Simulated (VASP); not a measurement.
Input of a VASP 6.6.1 run:

File INCAR:

```
SYSTEM = LiH
PREC     = Accurate       ! precision mode
ENCUT    = 520            ! plane-wave cutoff, eV
EDIFF    = 1E-7           ! SCF threshold, eV
ISMEAR   = -1             ! smearing method
SIGMA    = 0.03           ! smearing width, eV
LREAL    = .False.        ! projectors in reciprocal space
LASPH    = .True.         ! aspherical terms in the spheres
NELM     = 100            ! most SCF steps
ALGO     = Normal         ! electronic algorithm
ISIF     = 2              ! what is computed and relaxed
LWAVE    = .False.        ! write WAVECAR
LCHARG   = .False.        ! write CHGCAR
GGA      = PE             ! functional
NBANDS   = 9              ! bands
```

KPOINTS

```
regular mesh
0
Gamma
  15 15 15
  0 0 0
```

POSCAR

```
LiH
1.0
    0.0000000000      2.0325000000      2.0325000000
    2.0325000000      0.0000000000      2.0325000000
    2.0325000000      2.0325000000      0.0000000000
Li H
1 1
Direct
    0.0000000000      0.0000000000      0.0000000000
    0.5000000000      0.5000000000      0.5000000000
```

Potentials or basis: VASP PAW PBE potentials, release 64 (Li_sv, H).

Command:

```bash
$ cat potpaw_PBE.64/Li_sv/POTCAR potpaw_PBE.64/H/POTCAR > POTCAR
$ mpirun -np 1 vasp_std > vasp.out
```

Estimate the band gap on the k mesh.

3.11 eV.

Caveat: an odd mesh through Γ misses points on the zone boundary, where band edges can lie.
